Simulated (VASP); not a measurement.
# TaN (P6_3/mmc) in VASP: a series of runs

The runs below take TaN through electric field gradients, with PBEsol.

Program: VASP 6.6.1. These are calculated values, not measurements. Logs are shortened: lines on timing, memory, paths and dates and some standing lists are left out, and cuts for length are marked.

**1. The cell of the first run**

It takes space group P6_3/mmc (No. 194, hexagonal). The conventional cell has a = 3.048 Å, b = 3.048 Å, c = 4.770 Å, α = 90.00°, β = 90.00°, γ = 120.00°. Ta (site symmetry -3m) has 6 N at 2.13 Å and 2 Ta at 2.39 Å within 2.8 Å. Within 2.8 Å of N (site symmetry -6m2) lie 6 Ta at 2.13 Å.

**2. Electric field gradients, PBEsol (zz strain of -3 %)**

INCAR reads:

```
SYSTEM = TaN
PREC     = Accurate       ! precision mode
ENCUT    = 520            ! plane-wave cutoff, eV
EDIFF    = 1E-8           ! SCF threshold, eV
ISMEAR   = -1             ! smearing method
SIGMA    = 0.01           ! smearing width, eV
LREAL    = .FALSE.        ! projectors in reciprocal space
LASPH    = .TRUE.         ! aspherical terms in the spheres
NELM     = 120            ! most SCF steps
ALGO     = Normal         ! electronic algorithm
ISIF     = 2              ! what is computed and relaxed
LWAVE    = .FALSE.        ! write WAVECAR
LCHARG   = .FALSE.        ! write CHGCAR
GGA      = PS             ! functional
LEFG     = .TRUE.       
NBANDS   = 24             ! bands
GGA_COMPAT= .FALSE.
```

KPOINTS reads:

```
Automatic mesh
0
G
  9 9 5
  0 0 0
```

POSCAR reads:

```
TaN
1.0
    3.0480019786      0.0000000000      0.0000000000
   -1.5240009893      2.6396471442      0.0000000000
    0.0000000000      0.0000000000      4.7704600000
Ta N
2 2
Direct
    0.0000000000      0.0000000000      0.0000000000
    0.0000000000      0.0000000000      0.5000000000
    0.3333333333      0.6666666667      0.2500000000
    0.6666666667      0.3333333333      0.7500000000
```

Potentials or basis: VASP PAW PBE potentials, release 64 (Ta_pv, N).

Started as:

```console
cat potpaw_PBE.64/Ta_pv/POTCAR potpaw_PBE.64/N/POTCAR > POTCAR
mpirun -np 1 vasp_std > vasp.out
```

OUTCAR:

```text
SYSTEM = TaN
   PREC = Accurate
   ENCUT = 520
   EDIFF = 1E-8
   ISMEAR = -1
   LREAL = .FALSE.
   LASPH = .TRUE.
   NELM = 120
   ISIF = 2
   GGA = PS

 ion  position               nearest neighbor table
   1  0.000  0.000  0.000-   3 2.13   4 2.13   3 2.13   4 2.13   4 2.13   3 2.13   2 2.39   2 2.39

   2  0.000  0.000  0.500-   3 2.13   4 2.13   3 2.13   4 2.13   4 2.13   3 2.13   1 2.39   1 2.39

   3  0.333  0.667  0.250-   1 2.13   2 2.13   1 2.13   2 2.13   1 2.13   2 2.13
   4  0.667  0.333  0.750-   1 2.13   2 2.13   1 2.13   2 2.13   1 2.13   2 2.13

  LATTYP: Found a hexagonal cell.
 ALAT       =     3.0480019786
 C/A-ratio  =     1.5651105326

  Lattice vectors:

 A1 = (   3.0480019786,   0.0000000000,   0.0000000000)
 A2 = (  -1.5240009893,   2.6396471442,   0.0000000000)
 A3 = (   0.0000000000,   0.0000000000,   4.7704600000)

Analysis of symmetry for initial positions (statically):
=====================================================================
 Subroutine PRICEL returns:
 Original cell was already a primitive cell.

 Routine SETGRP: Setting up the symmetry group for a
 hexagonal supercell.

 Subroutine GETGRP returns: Found 24 space group operations
 (whereof 12 operations were pure point group operations)
 out of a pool of 24 trial point group operations.

The static configuration has the point symmetry D_3d.
 The point group associated with its full space group is D_6h.

Analysis of symmetry for dynamics (positions and initial velocities):
=====================================================================
 Subroutine PRICEL returns:
 Original cell was already a primitive cell.

 Routine SETGRP: Setting up the symmetry group for a
 hexagonal supercell.

 Subroutine GETGRP returns: Found 24 space group operations
 (whereof 12 operations were pure point group operations)
 out of a pool of 24 trial point group operations.

The dynamic configuration has the point symmetry D_3d.
 The point group associated with its full space group is D_6h.

 Subroutine INISYM returns: Found 24 space group operations
[... 143 lines left out ...]
  ext. energy  EPLUGINS =         0.00000000
  ---------------------------------------------------
  free energy    TOTEN  =       -43.40049351 eV

  energy without entropy =      -43.39852839  energy(sigma->0) =      -43.39951095

 E-fermi :  10.0764     XC(G=0): -14.0617

 val. band max:       10.0656666148   @ k =   0.3333   0.2222   0.2000
 cond. band min:      10.0846146488   @ k =   0.2222   0.0000   0.4000
 fundamental gap:      0.0189480340
 Fermi energy:        10.0764154925

 k-point     1 :       0.0000    0.0000    0.0000
  band No.  band energies     occupation
      1     -27.4423      2.00000
      2     -25.2316      2.00000
      3     -25.2316      2.00000
      4     -24.7366      2.00000
      5     -24.7366      2.00000
      6     -23.6587      2.00000
[... 637 lines left out ...]
     23      17.6434      0.00000
     24      17.6434      0.00000

 [... further k-points ...]

------------------------ aborting loop because EDIFF is reached ----------------------------------------

  FORCE on cell =-STRESS in cart. coord.  units (eV):
  Direction    XX          YY          ZZ          XY          YZ          ZX
  --------------------------------------------------------------------------------------
  -------------------------------------------------------------------------------------
  Total        8.9049604      8.9049604     33.5541058      0.0000000      0.0000000      0.0000000
  in kB      371.7245089    371.7245089   1400.6669201      0.0000000      0.0000000      0.0000000
  external PRESSURE =     714.7053126 kB  Pullay stress =       0.0000000 kB

 VOLUME and BASIS-vectors are now :
 -----------------------------------------------------------------------------
  energy-cutoff  :      520.00
  volume of cell :       38.38
      direct lattice vectors                 reciprocal lattice vectors
     3.048001979  0.000000000  0.000000000     0.328083777  0.189419257  0.000000000
    -1.524000989  2.639647144  0.000000000     0.000000000  0.378838513  0.000000000
     0.000000000  0.000000000  4.770460000     0.000000000  0.000000000  0.209623391

 POSITION                                       TOTAL-FORCE (eV/Angst)
 -----------------------------------------------------------------------------------
      0.00000      0.00000      0.00000        -0.000000      0.000000      0.000000
      0.00000      0.00000      2.38523        -0.000000      0.000000      0.000000
     -0.00000      1.75976      1.19261        -0.000000      0.000000      0.000000
      1.52400      0.87988      3.57784         0.000000     -0.000000     -0.000000
 -----------------------------------------------------------------------------------
    total drift:                               -0.000000      0.000000      0.000000

  FREE ENERGIE OF THE ION-ELECTRON SYSTEM (eV)
  ---------------------------------------------------
  free  energy   TOTEN  =       -43.4004935051 eV

  energy  without entropy=      -43.3985283863  energy(sigma->0) =      -43.39951095

 Electric field gradients (V/A^2)
---------------------------------------------------------------------
 ion       V_xx      V_yy      V_zz      V_xy      V_xz      V_yz
---------------------------------------------------------------------
   1      80.596    80.596  -161.192    -0.000     0.000    -0.000
   2      80.596    80.596  -161.192    -0.000    -0.000     0.000
   3      -2.872    -2.871     5.743     0.001     0.000    -0.000
   4      -2.872    -2.871     5.743     0.001     0.000     0.000
---------------------------------------------------------------------

 Electric field gradients after diagonalization (V/A^2)
 (convention: |V_zz| > |V_xx| > |V_yy|)
----------------------------------------------------------------------
 ion       V_xx      V_yy      V_zz     asymmetry (V_yy - V_xx)/ V_zz
----------------------------------------------------------------------
   1      80.596    80.595  -161.192       0.000
   2      80.596    80.595  -161.192       0.000
   3      -2.872    -2.871     5.743       0.000
   4      -2.872    -2.871     5.743       0.000
----------------------------------------------------------------------

           NMR quadrupolar parameters

 Cq : quadrupolar parameter    Cq=e*Q*V_zz/h
 eta: asymmetry parameters     (V_yy - V_xx)/ V_zz
 Q  : nuclear electric quadrupole moment in mb (millibarn)
----------------------------------------------------------------------
 ion       Cq(MHz)       eta       Q (mb)
----------------------------------------------------------------------
   1      -0.390       0.000       1.000
   2      -0.390       0.000       1.000
   3       0.014       0.000       1.000
   4       0.014       0.000       1.000
----------------------------------------------------------------------
```

OSZICAR:

```text
N       E                     dE             d eps       ncg     rms          rms(c)
DAV:   1     0.273921513790E+03    0.27392E+03   -0.17214E+04  1728   0.143E+03
DAV:   2    -0.348618987896E+02   -0.30878E+03   -0.29344E+03  2040   0.419E+02
DAV:   3    -0.481887889263E+02   -0.13327E+02   -0.13122E+02  2144   0.856E+01
DAV:   4    -0.483322327746E+02   -0.14344E+00   -0.14318E+00  1920   0.918E+00
DAV:   5    -0.483340839007E+02   -0.18511E-02   -0.18503E-02  2200   0.837E-01    0.441E+01
DAV:   6    -0.436291629870E+02    0.47049E+01   -0.16755E+01  2064   0.293E+01    0.204E+01
DAV:   7    -0.434552549306E+02    0.17391E+00   -0.10390E+00  1960   0.753E+00    0.116E+01
DAV:   8    -0.434063759804E+02    0.48879E-01   -0.11557E-01  2088   0.253E+00    0.134E+00
DAV:   9    -0.434008019710E+02    0.55740E-02   -0.18358E-02  2096   0.859E-01    0.486E-01
DAV:  10    -0.434006189916E+02    0.18298E-03   -0.26857E-03  2000   0.399E-01    0.127E-01
DAV:  11    -0.434004936497E+02    0.12534E-03   -0.30151E-04  2104   0.136E-01    0.149E-02
DAV:  12    -0.434004942935E+02   -0.64379E-06   -0.10472E-05  2008   0.230E-02    0.704E-03
DAV:  13    -0.434004936234E+02    0.67010E-06   -0.52725E-07  2192   0.439E-03    0.278E-03
DAV:  14    -0.434004935163E+02    0.10708E-06   -0.34443E-08  1752   0.145E-03    0.916E-04
DAV:  15    -0.434004934965E+02    0.19869E-07   -0.53193E-09  1264   0.475E-04    0.428E-04
DAV:  16    -0.434004935051E+02   -0.86711E-08   -0.17485E-09  1048   0.274E-04
   1 F= -.43400494E+02 E0= -.43399511E+02  d E =-.196512E-02
```

stdout:

```text
POSCAR found type information on POSCAR TaN
 POSCAR found :  2 types and       4 ions
 scaLAPACK will be used
 -----------------------------------------------------------------------------
|                                                                             |
|                                                                             |
|     You enforced a specific xc type in the INCAR file but a different       |
|     I HOPE YOU KNOW WHAT YOU ARE DOING!                                     |
|                                                                             |
 -----------------------------------------------------------------------------

 LDA part: xc-table for (Slater+PW92), standard interpolation
 POSCAR, INCAR and KPOINTS ok, starting setup
 FFT: planning ... GRIDC
 FFT: planning ... GRID_SOFT
 FFT: planning ... GRID
 WAVECAR not read
 entering main loop
ion   1

ion   2

ion   3

ion   4
```

Wall time 62 s (1 thread of Intel Xeon 8259CL, shared host); peak memory 0.17 GiB.

Results:

* Free energy: -43.4005 eV
* Pressure: 71.5 GPa
* Band gap on the k mesh: zero (bands 16 and 17 overlap by 3.25 eV)
* Largest electric field gradient by atom: Ta -161.2; N +5.7 V/Å²

Stress tensor (GPa, compression positive):
```
 37.17   0.00   0.00
  0.00  37.17   0.00
  0.00   0.00 140.07
```

Electric field gradients, principal values (V/Å²):
| atom | least | middle | greatest (by size) |
| --- | --- | --- | --- |
| 1 Ta | 80.595 | 80.596 | -161.192 |
| 2 Ta | 80.595 | 80.596 | -161.192 |
| 3 N | -2.871 | -2.872 | 5.743 |
| 4 N | -2.871 | -2.872 | 5.743 |

Caveat: the cell differs from its parent crystal (zz strain of -3 %); the cell stands under pressure; without QUAD_EFG the Cq values of the log hold for a quadrupole moment of 1 mb, not for the nuclei; the PAW data sets were made with another functional, which shifts forces and pressure a little; spin-orbit coupling is left out, which moves the levels of the heavy elements.

**3. Electric field gradients, PBEsol (zz strain of -3 %)**

INCAR reads:

```
ALGO = Normal ; EDIFF = 1E-8
ENCUT = 520 ; GGA = PS
GGA_COMPAT = F ; ISIF = 2
ISMEAR = -1 ; LASPH = T
LCHARG = F ; LEFG = T
LREAL = F ; LWAVE = F
NBANDS = 24 ; NELM = 120
PREC = Accurate ; SIGMA = 0.01
```

KPOINTS reads:

```
k-points
0
Gamma
  9 9 5
```

POSCAR is that of step 2.

Potentials or basis: VASP PAW PBE potentials, release 64 (Ta_pv, N).

Started as:

```console
cat potpaw_PBE.64/Ta_pv/POTCAR potpaw_PBE.64/N/POTCAR > POTCAR
mpirun -np 1 vasp_std > vasp.out
```

OUTCAR:

```text
EDIFF = 1E-8
   ENCUT = 520
   GGA = PS
   ISIF = 2
   ISMEAR = -1
   LASPH = T
   LREAL = F
   NELM = 120
   PREC = Accurate

 ion  position               nearest neighbor table
   1  0.000  0.000  0.000-   3 2.13   4 2.13   3 2.13   4 2.13   4 2.13   3 2.13   2 2.39   2 2.39

   2  0.000  0.000  0.500-   3 2.13   4 2.13   3 2.13   4 2.13   4 2.13   3 2.13   1 2.39   1 2.39

   3  0.333  0.667  0.250-   1 2.13   2 2.13   1 2.13   2 2.13   1 2.13   2 2.13
   4  0.667  0.333  0.750-   1 2.13   2 2.13   1 2.13   2 2.13   1 2.13   2 2.13

  LATTYP: Found a hexagonal cell.
 ALAT       =     3.0480019786
 C/A-ratio  =     1.5651105326

  Lattice vectors:

 A1 = (   3.0480019786,   0.0000000000,   0.0000000000)
 A2 = (  -1.5240009893,   2.6396471442,   0.0000000000)
 A3 = (   0.0000000000,   0.0000000000,   4.7704600000)

Analysis of symmetry for initial positions (statically):
=====================================================================
 Subroutine PRICEL returns:
 Original cell was already a primitive cell.

 Routine SETGRP: Setting up the symmetry group for a
 hexagonal supercell.

 Subroutine GETGRP returns: Found 24 space group operations
 (whereof 12 operations were pure point group operations)
 out of a pool of 24 trial point group operations.

The static configuration has the point symmetry D_3d.
 The point group associated with its full space group is D_6h.

Analysis of symmetry for dynamics (positions and initial velocities):
=====================================================================
 Subroutine PRICEL returns:
 Original cell was already a primitive cell.

[... 173 lines left out ...]
      5     -24.7366      2.00000
      6     -23.6587      2.00000
[... 637 lines left out ...]
     23      17.6434      0.00000
     24      17.6434      0.00000

 [... further k-points ...]
[... 5 lines left out ...]
  --------------------------------------------------------------------------------------
  -------------------------------------------------------------------------------------
  Total        8.9049604      8.9049604     33.5541058      0.0000000      0.0000000      0.0000000
  in kB      371.7245089    371.7245089   1400.6669201      0.0000000      0.0000000      0.0000000
  external PRESSURE =     714.7053126 kB  Pullay stress =       0.0000000 kB

 VOLUME and BASIS-vectors are now :
 -----------------------------------------------------------------------------
  energy-cutoff  :      520.00
  volume of cell :       38.38
      direct lattice vectors                 reciprocal lattice vectors
     3.048001979  0.000000000  0.000000000     0.328083777  0.189419257  0.000000000
    -1.524000989  2.639647144  0.000000000     0.000000000  0.378838513  0.000000000
     0.000000000  0.000000000  4.770460000     0.000000000  0.000000000  0.209623391

 POSITION                                       TOTAL-FORCE (eV/Angst)
 -----------------------------------------------------------------------------------
      0.00000      0.00000      0.00000        -0.000000      0.000000      0.000000
      0.00000      0.00000      2.38523        -0.000000      0.000000      0.000000
     -0.00000      1.75976      1.19261        -0.000000      0.000000      0.000000
      1.52400      0.87988      3.57784         0.000000     -0.000000     -0.000000
 -----------------------------------------------------------------------------------
    total drift:                               -0.000000      0.000000      0.000000

  FREE ENERGIE OF THE ION-ELECTRON SYSTEM (eV)
  ---------------------------------------------------
  free  energy   TOTEN  =       -43.4004935051 eV

  energy  without entropy=      -43.3985283863  energy(sigma->0) =      -43.39951095

 Electric field gradients (V/A^2)
---------------------------------------------------------------------
 ion       V_xx      V_yy      V_zz      V_xy      V_xz      V_yz
---------------------------------------------------------------------
   1      80.596    80.596  -161.192    -0.000     0.000    -0.000
   2      80.596    80.596  -161.192    -0.000    -0.000     0.000
   3      -2.872    -2.871     5.743     0.001     0.000    -0.000
   4      -2.872    -2.871     5.743     0.001     0.000     0.000
---------------------------------------------------------------------

 Electric field gradients after diagonalization (V/A^2)
 (convention: |V_zz| > |V_xx| > |V_yy|)
----------------------------------------------------------------------
 ion       V_xx      V_yy      V_zz     asymmetry (V_yy - V_xx)/ V_zz
----------------------------------------------------------------------
   1      80.596    80.595  -161.192       0.000
   2      80.596    80.595  -161.192       0.000
   3      -2.872    -2.871     5.743       0.000
   4      -2.872    -2.871     5.743       0.000
----------------------------------------------------------------------

           NMR quadrupolar parameters

 Cq : quadrupolar parameter    Cq=e*Q*V_zz/h
 eta: asymmetry parameters     (V_yy - V_xx)/ V_zz
 Q  : nuclear electric quadrupole moment in mb (millibarn)
----------------------------------------------------------------------
 ion       Cq(MHz)       eta       Q (mb)
----------------------------------------------------------------------
   1      -0.390       0.000       1.000
   2      -0.390       0.000       1.000
   3       0.014       0.000       1.000
   4       0.014       0.000       1.000
----------------------------------------------------------------------
```

stdout:

```text
POSCAR found type information on POSCAR TaN
 POSCAR found :  2 types and       4 ions
 scaLAPACK will be used
 -----------------------------------------------------------------------------
|                                                                             |
|                                                                             |
|     You enforced a specific xc type in the INCAR file but a different       |
|     I HOPE YOU KNOW WHAT YOU ARE DOING!                                     |
|                                                                             |
 -----------------------------------------------------------------------------

 LDA part: xc-table for (Slater+PW92), standard interpolation
 POSCAR, INCAR and KPOINTS ok, starting setup
 FFT: planning ... GRIDC
 FFT: planning ... GRID_SOFT
 FFT: planning ... GRID
 WAVECAR not read
 entering main loop
ion   1

ion   2

ion   3

ion   4
```

Wall time 57 s (1 thread of Intel Xeon 8259CL, shared host); peak memory 0.17 GiB.

Results:

* Free energy: -43.4005 eV
* Pressure: 71.5 GPa
* Band gap on the k mesh: zero (bands 16 and 17 overlap by 3.25 eV)
* Largest electric field gradient by atom: Ta -161.2; N +5.7 V/Å²

Stress tensor (GPa, compression positive):
```
 37.17   0.00   0.00
  0.00  37.17   0.00
  0.00   0.00 140.07
```

Levels at points of the mesh, in eV from the Fermi level:
| k point | band 14 | band 15 | band 16 | band 17 | band 18 | band 19 |
| --- | --- | --- | --- | --- | --- | --- |
| (0.00, 0.00, 0.00) | -3.72 | -3.54 | -2.27 | -2.27 | -0.61 | -0.61 |

Electric field gradients, principal values (V/Å²):
| atom | least | middle | greatest (by size) |
| --- | --- | --- | --- |
| 1 Ta | 80.595 | 80.596 | -161.192 |
| 2 Ta | 80.595 | 80.596 | -161.192 |
| 3 N | -2.871 | -2.872 | 5.743 |
| 4 N | -2.871 | -2.872 | 5.743 |

Caveat: the cell differs from its parent crystal (zz strain of -3 %); the cell stands under pressure; without QUAD_EFG the Cq values of the log hold for a quadrupole moment of 1 mb, not for the nuclei; the PAW data sets were made with another functional, which shifts forces and pressure a little; spin-orbit coupling is left out, which moves the levels of the heavy elements.
